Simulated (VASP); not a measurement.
# WC (zincblende type) (F-43m) in VASP: a series of runs, part 2 of 2

VASP 6.6.1. Earlier steps stand in the parts before.

### Step 3. Relaxation of cell and atoms, PBE, target pressure -0.037 GPa, at which the enthalpy is minimised

This run uses another cell than the first one, of 12.97 Å³/atom.

File INCAR:

```
SYSTEM = WC
  PREC = Accurate
  ENCUT = 600
  EDIFF = 1E-6
  ISMEAR = -1
  SIGMA = 0.08
  LREAL = .FALSE.
  LASPH = .TRUE.
  NELM = 60
  ALGO = Normal
  ISIF = 3
  LWAVE = .FALSE.
  LCHARG = .FALSE.
  GGA = PE
  IBRION = 2
  NSW = 32
  EDIFFG = -0.005
  PSTRESS = -0.37
```

File KPOINTS:

```
regular mesh
0
G
  14 14 14
  0 0 0
```

File POSCAR:

```
WC
1.0
    0.0000000000      2.3496567133      2.3496567133
    2.3496567133      0.0000000000      2.3496567133
    2.3496567133      2.3496567133      0.0000000000
W C
1 1
Direct
    0.0000000000      0.0000000000      0.0000000000
    0.2500000000      0.2500000000      0.2500000000
```

Potentials or basis: VASP PAW PBE potentials, release 64 (W_sv, C).

Started as:

```bash
> cat potpaw_PBE.64/W_sv/POTCAR potpaw_PBE.64/C/POTCAR > POTCAR
> mpirun -np 1 vasp_std > vasp.out
```

OUTCAR:

```text
SYSTEM = WC
   PREC = Accurate
   ENCUT = 600
   EDIFF = 1E-6
   ISMEAR = -1
   LREAL = .FALSE.
   LASPH = .TRUE.
   NELM = 60
   ISIF = 3
   GGA = PE
   IBRION = 2
   NSW = 32
   EDIFFG = -0.005
   PSTRESS = -0.37

 ion  position               nearest neighbor table
   1  0.000  0.000  0.000-   2 2.03   2 2.03   2 2.03   2 2.03
   2  0.250  0.250  0.250-   1 2.03   1 2.03   1 2.03   1 2.03

  LATTYP: Found a face centered cubic cell.
 ALAT       =     4.6993134266

  Lattice vectors:

 A1 = (   0.0000000000,   2.3496567133,   2.3496567133)
 A2 = (   2.3496567133,   0.0000000000,   2.3496567133)
 A3 = (   2.3496567133,   2.3496567133,   0.0000000000)

Analysis of symmetry for initial positions (statically):
=====================================================================
 Subroutine PRICEL returns:
 Original cell was already a primitive cell.

 Routine SETGRP: Setting up the symmetry group for a
 face centered cubic supercell.

 Subroutine GETGRP returns: Found 24 space group operations
 (whereof 24 operations were pure point group operations)
 out of a pool of 48 trial point group operations.

The static configuration has the point symmetry T_d .

Analysis of symmetry for dynamics (positions and initial velocities):
=====================================================================
 Subroutine PRICEL returns:
 Original cell was already a primitive cell.

 Routine SETGRP: Setting up the symmetry group for a
 face centered cubic supercell.

 Subroutine GETGRP returns: Found 24 space group operations
 (whereof 24 operations were pure point group operations)
 out of a pool of 48 trial point group operations.

The dynamic configuration has the point symmetry T_d .

 Subroutine INISYM returns: Found 24 space group operations
 (whereof 24 operations are pure point group operations),
 and found     1 'primitive' translations

----------------------------------------------------------------------------------------

                                     Primitive cell

  volume of cell :      25.9444

  direct lattice vectors                    reciprocal lattice vectors
     0.000000000  2.349656713  2.349656713    -0.212797043  0.212797043  0.212797043
     2.349656713  0.000000000  2.349656713     0.212797043 -0.212797043  0.212797043
     2.349656713  2.349656713  0.000000000     0.212797043  0.212797043 -0.212797043

  length of vectors
     3.322916391  3.322916391  3.322916391     0.368575290  0.368575290  0.368575290

  position of ions in fractional coordinates (direct lattice)
     0.000000000  0.000000000  0.000000000
     0.250000000  0.250000000  0.250000000

  ion indices of the primitive-cell ions
   primitive index   ion index
                 1           1
                 2           2

----------------------------------------------------------------------------------------

 KPOINTS: regular mesh

Automatic generation of k-mesh.
 Grid dimensions read from file:
 generate k-points for:   14   14   14

 Generating k-lattice:

  Cartesian coordinates                     Fractional coordinates (reciprocal lattice)
    -0.015199789  0.015199789  0.015199789     0.071428571  0.000000000  0.000000000
     0.015199789 -0.015199789  0.015199789     0.000000000  0.071428571  0.000000000
     0.015199789  0.015199789 -0.015199789     0.000000000  0.000000000  0.071428571
[... 49 lines left out ...]
   ISTART =      0    job   : 0-new  1-cont  2-samecut
   ICHARG =      2    charge: 1-file 2-atom 10-const
   ISPIN  =      1    spin polarized calculation?
   LNONCOLLINEAR =      F non collinear calculations
   LSORBIT =      F    spin-orbit coupling
   LASPH  =      T    aspherical Exc in radial PAW
   ENCUT  =  600.0 eV  44.10 Ry    6.64 a.u.   6.64  6.64  6.64*2*pi/ulx,y,z
   NELM   =     60;   NELMIN=  2; NELMDL= -5     # of ELM steps
   EDIFF  = 0.1E-05   stopping-criterion for ELM
   LREAL  =      F    real-space projection
   EDIFFG = -.5E-02   stopping-criterion for IOM
   NSW    =     32    number of steps for IOM
   IBRION =      2    ionic relax: 0-MD 1-quasi-New 2-CG
   NFREE  =      1    steps in history (QN), initial steepest desc. (CG)
   ISIF   =      3    stress and relaxation
   ISYM   =      2    0-nonsym 1-usesym 2-fastsym
   POTIM  = 0.5000    time-step for ionic-motion
   TEBEG  =    0.0;   TEEND  =   0.0 temperature during run
   PSTRESS=   -0.4 pullay stress
   NELECT =      18.0000    total number of electrons
   NUPDOWN=      -1.0000    fix difference up-down
   EMIN   =  10.00;   EMAX   =-10.00  energy-range for DOS
   EFERMI =   0.00;   METHOD = LEGACY
   ISMEAR =    -1;   SIGMA  =   0.08  broadening in eV -4-tet -1-fermi 0-gaus
   EFERMI_NEDOS =   21; number of points for ismear=-14 and -15
   IALGO  =     38    algorithm
   IMIX   =      4    mixing-type and parameters
     AMIX     =   0.40;   BMIX     =  1.00
     AMIX_MAG =   1.60;   BMIX_MAG =  1.00
  volume/ion in A,a.u.               =      12.97        87.54
  Fermi-wavevector in a.u.,A,eV,Ry     =   1.449277  2.738735 28.577709  2.100402
  Thomas-Fermi vector in A             =   2.567022
   LORBIT       =      0    0 simple, 1 ext, 2 COOP (PROOUT), +10 PAW based schemes
   GGA     = PE    functional components
   LHFCALC =     F    Hartree Fock is set to
   AEXX    =    0.0000 exact exchange contribution
   IVDW    =     0    specifies the selected vdW correction
   LEPSILON=     F    determine dielectric tensor
   LRPA    =     F    only Hartree local field effects (RPA)
 conjugate gradient relaxation of ions
 non-spin polarized calculation
  energy-cutoff  :      600.00
  volume of cell :       25.94
 maximum number of plane-waves:       893
   NGX = 13   NGY = 13   NGZ = 13

--------------------------------------- Ionic step        1  -------------------------------------------

 number of electron      18.0000001 magnetization

 Free energy of the ion-electron system (eV)
  ---------------------------------------------------
  ext. energy  EPLUGINS =         0.00000000
  ---------------------------------------------------
  free energy    TOTEN  =       -21.10710468 eV

  energy without entropy =      -21.08447337  energy(sigma->0) =      -21.09578902

------------------------ aborting loop because EDIFF is reached ----------------------------------------

  FORCE on cell =-STRESS in cart. coord.  units (eV):
  Direction    XX          YY          ZZ          XY          YZ          ZX
  --------------------------------------------------------------------------------------
  -------------------------------------------------------------------------------------
  Total        0.0959552      0.0959552      0.0959552      0.0000000     -0.0000000      0.0000000
  in kB        5.9256475      5.9256475      5.9256475      0.0000000     -0.0000000      0.0000000
  external PRESSURE =       6.2956475 kB  Pullay stress =      -0.3700000 kB
[... 63 lines left out ...]
--------------------------------------- Ionic step        3  -------------------------------------------

 number of electron      18.0000002 magnetization

 Free energy of the ion-electron system (eV)
  ---------------------------------------------------
  ext. energy  EPLUGINS =         0.00000000
  ---------------------------------------------------
  free energy    TOTEN  =       -21.10720708 eV

  energy without entropy =      -21.08448165  energy(sigma->0) =      -21.09584437

 E-fermi :   8.8165     XC(G=0): -12.3050

 val. band max:        8.8102386051   @ k =  -0.3571   0.0714   0.0000
 cond. band min:       8.8206108620   @ k =  -0.2857   0.3571   0.0714
 fundamental gap:      0.0103722570
 Fermi energy:         8.8164784005

 k-point     1 :       0.0000    0.0000    0.0000
  band No.  band energies     occupation
      1     -65.9269      2.00000
      2     -30.0569      2.00000
      3     -30.0569      2.00000
      4     -30.0569      2.00000
      5      -4.8719      2.00000
      6       3.2269      2.00000
      7       3.2269      2.00000
      8       3.2269      2.00000
      9       8.7982      1.11347
     10       8.7982      1.11347
     11      11.4966      0.00000
     12      16.3665      0.00000
     13      16.3665      0.00000
[... 354 lines left out ...]
  band No.  band energies     occupation
      1     -65.9186      2.00000
      2     -30.2081      2.00000
      3     -30.1006      2.00000
      4     -30.0974      2.00000
      5      -3.6843      2.00000
      6       2.3887      2.00000
      7       3.9197      2.00000
      8       4.0047      2.00000
      9       7.6705      2.00000
     10       9.2800      0.00607
     11      13.1033      0.00000
     12      15.2832      0.00000
     13      15.4618      0.00000

 [... further k-points ...]

------------------------ aborting loop because EDIFF is reached ----------------------------------------

  FORCE on cell =-STRESS in cart. coord.  units (eV):
  Direction    XX          YY          ZZ          XY          YZ          ZX
  --------------------------------------------------------------------------------------
  -------------------------------------------------------------------------------------
  Total       -0.0051921     -0.0051921     -0.0051921      0.0000000     -0.0000000      0.0000000
  in kB       -0.3198903     -0.3198903     -0.3198903      0.0000000     -0.0000000      0.0000000
  external PRESSURE =       0.0501097 kB  Pullay stress =      -0.3700000 kB
[... 21 lines left out ...]
  energy  without entropy=      -21.0844816539  energy(sigma->0) =      -21.09584437

  enthalpy is  TOTEN    =       -21.1132124607 eV   P V=       -0.0060053842

 reached required accuracy - stopping structural energy minimisation
```

Wall time 98 s (1 thread of Intel Xeon 8259CL, shared host); peak memory 0.2 GiB.

Results:

```yaml
Free_energy: -21.1072 eV
Relaxed_volume: 13.00 Å³/atom
Relaxed_cell: a = 3.325 Å, b = 3.325 Å, c = 3.325 Å, α = 60.00°, β = 60.00°, γ = 60.00°
Space_group_after_relaxing_to_0.1_Å: F-43m (No. 216)
Energy_change_on_relaxing_the_run_minimises_the_enthalpy: -0.1 meV/atom
Ionic_steps: 3
Pressure_after_relaxing: 0.0 GPa
Band_gap_on_the_k_mesh: zero (bands 9 and 10 overlap by 1.25 eV)
```

The path:
```tsv
step	energy change (eV)	largest force (eV/Å)	pressure (GPa)	volume (Å³)
1	0.0000	0.0000	0.59	25.94
2	0.0005	0.0000	-1.32	26.14
3	-0.0001	0.0000	-0.03	26.00
```

Final structure:
```yaml
crystal:
  lattice:
    - [0.00000, 2.35147, 2.35147]
    - [2.35147, 0.00000, 2.35147]
    - [2.35147, 2.35147, 0.00000]
  atoms:
    - { symbol: W, position: [0.00000, 0.00000, 0.00000] }
    - { symbol: C, position: [0.25000, 0.25000, 0.25000] }
```

Caveat: the cell is relaxed towards a set pressure, so the run minimises the enthalpy, not the energy; spin-orbit coupling is left out, which moves the levels of the heavy elements.
